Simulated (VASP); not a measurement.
# CdSb2O2 (P6mm) in VASP: notebook, part 2 of 2

VASP 6.6.1. Earlier steps stand in the parts before.

## 3. Relaxation of cell and atoms, PBE

INCAR reads:

```
SYSTEM = CdSb2O2
PREC     = Accurate       ! precision mode
ENCUT    = 600            ! plane-wave cutoff, eV
EDIFF    = 1E-6           ! SCF threshold, eV
ISMEAR   = 0              ! smearing method
SIGMA    = 0.1            ! smearing width, eV
LREAL    = .False.        ! projectors in reciprocal space
LASPH    = .True.         ! aspherical terms in the spheres
NELM     = 80             ! most SCF steps
ALGO     = Normal         ! electronic algorithm
ISIF     = 3              ! what is computed and relaxed
LWAVE    = .False.        ! write WAVECAR
LCHARG   = .False.        ! write CHGCAR
GGA      = PE             ! functional
IBRION   = 2              ! ionic algorithm
NSW      = 90             ! ionic steps
EDIFFG   = -0.04          ! ionic threshold
```

KPOINTS reads:

```
Automatic mesh
0
Gamma
  6 6 4
  0 0 0
```

POSCAR reads:

```
CdSb2O2
1.0
    5.4212538300      0.0000000000      0.0000000000
   -2.7106269200      4.6949435400      0.0000000000
    0.0000000000      0.0000000000      4.2508548900
Cd Sb O
1 2 2
Direct
    0.0000000000      0.0000000000      0.8631880300
    0.3333333300      0.6666666700      0.4786919100
    0.6666666700      0.3333333300      0.4786919100
    0.3333333300      0.6666666700      0.1125924500
    0.6666666700      0.3333333300      0.1125924500
```

Potentials or basis: VASP PAW PBE potentials, release 64 (Cd, Sb, O).

Run with:

```bash
cat potpaw_PBE.64/Cd/POTCAR potpaw_PBE.64/Sb/POTCAR potpaw_PBE.64/O/POTCAR > POTCAR
mpirun -np 1 vasp_std > vasp.out
```

OUTCAR:

```text
SYSTEM = CdSb2O2
   PREC = Accurate
   ENCUT = 600
   EDIFF = 1E-6
   ISMEAR = 0
   LREAL = .False.
   LASPH = .True.
   NELM = 80
   ISIF = 3
   GGA = PE
   IBRION = 2
   NSW = 90
   EDIFFG = -0.04

 ion  position               nearest neighbor table
   1  0.000  0.000  0.863-   2 3.53   3 3.53   3 3.53   2 3.53   3 3.53   2 3.53
   2  0.333  0.667  0.479-   4 1.56   4 2.69   3 3.13   3 3.13   3 3.13   1 3.53   1 3.53   1 3.53

   3  0.667  0.333  0.479-   5 1.56   5 2.69   2 3.13   2 3.13   2 3.13   1 3.53   1 3.53   1 3.53

   4  0.333  0.667  0.113-   2 1.56   2 2.69
   5  0.667  0.333  0.113-   3 1.56   3 2.69

  LATTYP: Found a hexagonal cell.
 ALAT       =     5.4212538300
 C/A-ratio  =     0.7841091790

  Lattice vectors:

 A1 = (   5.4212538300,   0.0000000000,   0.0000000000)
 A2 = (  -2.7106269200,   4.6949435400,   0.0000000000)
 A3 = (   0.0000000000,   0.0000000000,   4.2508548900)

Analysis of symmetry for initial positions (statically):
=====================================================================
 Subroutine PRICEL returns:
 Original cell was already a primitive cell.

 Routine SETGRP: Setting up the symmetry group for a
 hexagonal supercell.

 Subroutine GETGRP returns: Found 12 space group operations
 (whereof 12 operations were pure point group operations)
 out of a pool of 24 trial point group operations.

The static configuration has the point symmetry C_6v.

Analysis of symmetry for dynamics (positions and initial velocities):
=====================================================================
 Subroutine PRICEL returns:
 Original cell was already a primitive cell.

 Routine SETGRP: Setting up the symmetry group for a
 hexagonal supercell.

 Subroutine GETGRP returns: Found 12 space group operations
 (whereof 12 operations were pure point group operations)
 out of a pool of 24 trial point group operations.

The dynamic configuration has the point symmetry C_6v.

 Subroutine INISYM returns: Found 12 space group operations
 (whereof 12 operations are pure point group operations),
 and found     1 'primitive' translations

----------------------------------------------------------------------------------------

                                     Primitive cell

  volume of cell :     108.1948

  direct lattice vectors                    reciprocal lattice vectors
     5.421253830  0.000000000  0.000000000     0.184459173  0.106497554  0.000000000
    -2.710626920  4.694943540  0.000000000     0.000000000  0.212995107  0.000000000
     0.000000000  0.000000000  4.250854890     0.000000000  0.000000000  0.235246798

  length of vectors
     5.421253830  5.421253835  4.250854890     0.212995107  0.212995107  0.235246798

  position of ions in fractional coordinates (direct lattice)
     0.000000000  0.000000000  0.863188030
     0.333333330  0.666666670  0.478691910
     0.666666670  0.333333330  0.478691910
     0.333333330  0.666666670  0.112592450
     0.666666670  0.333333330  0.112592450

  ion indices of the primitive-cell ions
   primitive index   ion index
                 1           1
                 2           2
                 3           3
                 4           4
                 5           5

----------------------------------------------------------------------------------------

 KPOINTS: Automatic mesh

Automatic generation of k-mesh.
 Grid dimensions read from file:
 generate k-points for:    6    6    4

 Generating k-lattice:

  Cartesian coordinates                     Fractional coordinates (reciprocal lattice)
     0.030743196  0.017749592  0.000000000     0.166666667  0.000000000  0.000000000
     0.000000000  0.035499184  0.000000000     0.000000000  0.166666667  0.000000000
     0.000000000  0.000000000  0.058811699     0.000000000  0.000000000  0.250000000

  Length of vectors
     0.035499184  0.035499184  0.058811699

  Shift w.r.t. Gamma in fractional coordinates (k-lattice)
     0.000000000  0.000000000  0.000000000

 Subroutine IBZKPT returns following result:
 ===========================================

 Found     21 irreducible k-points:

 Following reciprocal coordinates:
            Coordinates               Weight
  0.000000  0.000000  0.000000      1.000000
  0.166667 -0.000000  0.000000      6.000000
  0.333333 -0.000000  0.000000      6.000000
  0.500000 -0.000000  0.000000      3.000000
  0.166667  0.166667  0.000000      6.000000
  0.333333  0.166667  0.000000     12.000000
[... 13 lines left out ...]
  0.333333  0.166667  0.500000     12.000000
  0.333333  0.333333  0.500000      2.000000
   k-points           NKPTS =     21   k-points in BZ     NKDIM =     21   number of bands    NBANDS=     21
   number of dos      NEDOS =    301   number of ions     NIONS =      5
   total plane-waves  NPLWV =  82944
   dimension x,y,z NGX =    48 NGY =   48 NGZ =   36
   dimension x,y,z NGXF=    96 NGYF=   96 NGZF=   72
   ions per type =               1   2   2
   NGX,Y,Z   is equivalent  to a cutoff of  14.72, 14.72, 14.08 a.u.
   NGXF,Y,Z  is equivalent  to a cutoff of  29.44, 29.44, 28.16 a.u.
 SYSTEM =  CdSb2O2
   PREC   = accura    normal or accurate (medium, high low for compatibility)
   ISTART =      0    job   : 0-new  1-cont  2-samecut
   ICHARG =      2    charge: 1-file 2-atom 10-const
   ISPIN  =      1    spin polarized calculation?
   LNONCOLLINEAR =      F non collinear calculations
   LSORBIT =      F    spin-orbit coupling
   LASPH  =      T    aspherical Exc in radial PAW
   ENCUT  =  600.0 eV  44.10 Ry    6.64 a.u.  10.83 10.83  8.49*2*pi/ulx,y,z
   NELM   =     80;   NELMIN=  2; NELMDL= -5     # of ELM steps
   EDIFF  = 0.1E-05   stopping-criterion for ELM
   LREAL  =      F    real-space projection
   EDIFFG = -.4E-01   stopping-criterion for IOM
   NSW    =     90    number of steps for IOM
   IBRION =      2    ionic relax: 0-MD 1-quasi-New 2-CG
   NFREE  =      1    steps in history (QN), initial steepest desc. (CG)
   ISIF   =      3    stress and relaxation
   ISYM   =      2    0-nonsym 1-usesym 2-fastsym
   POTIM  = 0.5000    time-step for ionic-motion
   TEBEG  =    0.0;   TEEND  =   0.0 temperature during run
   PSTRESS=    0.0 pullay stress
   NELECT =      34.0000    total number of electrons
   NUPDOWN=      -1.0000    fix difference up-down
   EMIN   =  10.00;   EMAX   =-10.00  energy-range for DOS
   EFERMI =   0.00;   METHOD = LEGACY
   ISMEAR =     0;   SIGMA  =   0.10  broadening in eV -4-tet -1-fermi 0-gaus
   EFERMI_NEDOS =   21; number of points for ismear=-14 and -15
   IALGO  =     38    algorithm
   IMIX   =      4    mixing-type and parameters
     AMIX     =   0.40;   BMIX     =  1.00
     AMIX_MAG =   1.60;   BMIX_MAG =  1.00
  volume/ion in A,a.u.               =      21.64       146.03
  Fermi-wavevector in a.u.,A,eV,Ry     =   1.113010  2.103284 16.854774  1.238791
  Thomas-Fermi vector in A             =   2.249590
   LORBIT       =      0    0 simple, 1 ext, 2 COOP (PROOUT), +10 PAW based schemes
   GGA     = PE    functional components
   LHFCALC =     F    Hartree Fock is set to
   AEXX    =    0.0000 exact exchange contribution
   IVDW    =     0    specifies the selected vdW correction
   LEPSILON=     F    determine dielectric tensor
   LRPA    =     F    only Hartree local field effects (RPA)
 conjugate gradient relaxation of ions
 non-spin polarized calculation
 Gauss-broadening in eV      SIGMA  =   0.10
  energy-cutoff  :      600.00
  volume of cell :      108.19
 maximum number of plane-waves:      3653
 NGX is ok and might be reduce to    48
   NGX = 21   NGY = 21   NGZ = 17

--------------------------------------- Ionic step        1  -------------------------------------------

 number of electron      34.0000000 magnetization

 Free energy of the ion-electron system (eV)
  ---------------------------------------------------
  ext. energy  EPLUGINS =         0.00000000
  ---------------------------------------------------
  free energy    TOTEN  =       -13.82484564 eV

  energy without entropy =      -13.80967916  energy(sigma->0) =      -13.81726240

------------------------ aborting loop because EDIFF is reached ----------------------------------------

  FORCE on cell =-STRESS in cart. coord.  units (eV):
  Direction    XX          YY          ZZ          XY          YZ          ZX
  --------------------------------------------------------------------------------------
  -------------------------------------------------------------------------------------
  Total        1.0166478      1.0166478     77.6969020     -0.0000000      0.0000000     -0.0000000
  in kB       15.0547906     15.0547906   1150.5563389     -0.0000000      0.0000000     -0.0000000
  external PRESSURE =     393.5553067 kB  Pullay stress =       0.0000000 kB
[... 1123 lines left out ...]
     20       7.6731      0.00000
     21       8.4877      0.00000

[... ionic steps 4 to 43 ...]

--------------------------------------- Ionic step       44  -------------------------------------------

 number of electron      34.0000003 magnetization

------------------------ aborting loop because EDIFF is reached ----------------------------------------
[... 73 lines left out ...]
--------------------------------------- Ionic step       46  -------------------------------------------

 number of electron      34.0000000 magnetization

 Free energy of the ion-electron system (eV)
  ---------------------------------------------------
  ext. energy  EPLUGINS =         0.00000000
  ---------------------------------------------------
  free energy    TOTEN  =       -20.71849443 eV

  energy without entropy =      -20.71181259  energy(sigma->0) =      -20.71515351

 E-fermi :   4.6240     XC(G=0):  -9.7859

 val. band max:        4.5412753427   @ k =   0.1667   0.1667   0.5000
 cond. band min:       4.6532905031   @ k =   0.3333  -0.0000   0.5000
 fundamental gap:      0.1120151604
 Fermi energy:         4.6240001831
[... 534 lines left out ...]
  FREE ENERGIE OF THE ION-ELECTRON SYSTEM (eV)
  ---------------------------------------------------
  free  energy   TOTEN  =       -20.7184944275 eV

  energy  without entropy=      -20.7118125866  energy(sigma->0) =      -20.71515351

 reached required accuracy - stopping structural energy minimisation
```

Run time: 40 min. Hardware: 1 thread of Intel Xeon 8259CL, shared host; peak memory 0.34 GiB.

Results:

```yaml
Free_energy: -20.7185 eV
Relaxed_volume: 20.64 Å³/atom
Relaxed_cell: a = 5.365 Å, b = 5.365 Å, c = 4.139 Å, α = 90.00°, β = 90.00°, γ = 120.00°
Space_group_after_relaxing_to_0.1_Å: P6mm (No. 183)
Pressure_after_relaxing: 0.1 GPa
Largest_force_after_relaxing: 0.032 eV/Å
Band_gap_on_the_k_mesh: zero (bands 17 and 18 overlap by 1.32 eV)
```

Forces in eV/Å, atoms in the order of the input:
```
Cd   0.000  0.000  0.011
Sb   0.000  0.000  0.027
Sb   0.000  0.000  0.027
O    0.000  0.000 -0.032
O    0.000  0.000 -0.032
```

Final structure:
```
Cd Sb O
1.0
     5.36534    0.00000    0.00000
    -2.68267    4.64652    0.00000
     0.00000    0.00000    4.13929
Cd Sb O
1 2 2
Direct
  0.00000 0.00000 0.86541
  0.33333 0.66667 0.54148
  0.66667 0.33333 0.54148
  0.33333 0.66667 0.04869
  0.66667 0.33333 0.04869
```

Caveat: the k points lie up to 0.38 Å⁻¹ apart in the final cell, too coarse for converged energies and pressures of a metal; spin-orbit coupling is left out, which moves the levels of the heavy elements.
